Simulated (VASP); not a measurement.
**Sb: single point with PBEsol**

Sb:

```
Sb
1.0
     0.00000   -2.37124   -2.37124
    -2.37124    0.00000   -2.37124
     2.37124    2.37124   -4.74249
Sb
2
Direct
  0.48982 0.45774 0.56015
  0.01018 0.04226 0.93985
```

```yaml
Program: VASP 6.6.1
Task: single point
Functional: PBEsol
Potentials_or_basis: VASP PAW PBE potentials, release 64 (Sb)
Cutoff: 520 eV
k_mesh: 9 × 9 × 5
Occupations: fermi-dirac, width 0.05 eV
Spin: no spin polarisation
Dipole_correction: no
Further_INCAR_settings: ALGO = Normal; EDIFF = 1e-06; NBANDS = 12
```

```
Pressure               : 10.1 GPa
Largest force          : 1.857 eV/Å
Band gap on the k mesh : zero (band 5 reaches 11.58 eV, above the bottom of band 6 at 7.17 eV)
```

Forces in eV/Å, atoms in the order of the input:
```
Sb  -1.271 -0.965  0.949
Sb   1.271  0.965 -0.949
```

Stress tensor (GPa, compression positive):
```
10.41  0.95 -0.73
 0.95  9.87  1.86
-0.73  1.86  9.96
```

Levels at points of the mesh, in eV from the Fermi level:
| k point | band 2 | band 3 | band 4 | band 5 | band 6 | band 7 | band 8 | band 9 |
| --- | --- | --- | --- | --- | --- | --- | --- | --- |
| (0.00, 0.00, 0.00) | -8.82 | -5.30 | 2.52 | 2.98 | 4.78 | 5.37 | 5.96 | 7.71 |

Wall time 79 s on 1 thread of Intel(R) Xeon(R) Platinum 8259CL CPU @ 2.50GHz (Skylake/Cascade Lake), on a shared host, peak memory 0.26 GiB.

Caveat: the PAW data sets were made with another functional, which shifts forces and pressure a little; spin-orbit coupling is left out, which moves the levels of the heavy elements.
